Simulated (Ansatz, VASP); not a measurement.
One calculation of SiO2, two programs

```xyz
6
Lattice="0.0000 3.7373 3.7373 3.7373 0.0000 3.7373 3.7373 3.7373 0.0000" Properties=species:S:1:pos:R:3 pbc="T T T"
Si    3.7373    3.7373    3.7373
Si    5.6059    5.6059    5.6059
O     4.6716    4.6716    4.6716
O     4.6716    2.8030    2.8030
O     2.8030    2.8030    4.6716
O     2.8030    4.6716    2.8030
```

Alike in both runs: task single point; functional r2SCAN; k mesh 6 × 6 × 6; occupations gaussian, width 0.02 eV; no spin polarisation.

|  | VASP | Ansatz |
| --- | --- | --- |
| version | VASP 6.6.1 | Ansatz 0.2.0 |
| potentials or method | VASP PAW PBE potentials, release 64 (Si, O), cutoff 520 eV | scalar-relativistic, plane waves, PAW |
| valence electrons in the cell | 32 | 32 |

|  | VASP | Ansatz | Ansatz less VASP |
| --- | --- | --- | --- |
| gap on the k mesh at the Fermi level (eV) | 5.96 | 5.97 | +0.006 |
| least direct gap on the mesh (eV) | 5.97 | 5.97 | +0.006 |
| pressure (GPa) | -4.3 | -4.4 | -0.09 |

VASP's potentials were made for PBE, not for r2SCAN. With one functional, cell and mesh, what is left measures potentials, basis and numerics.
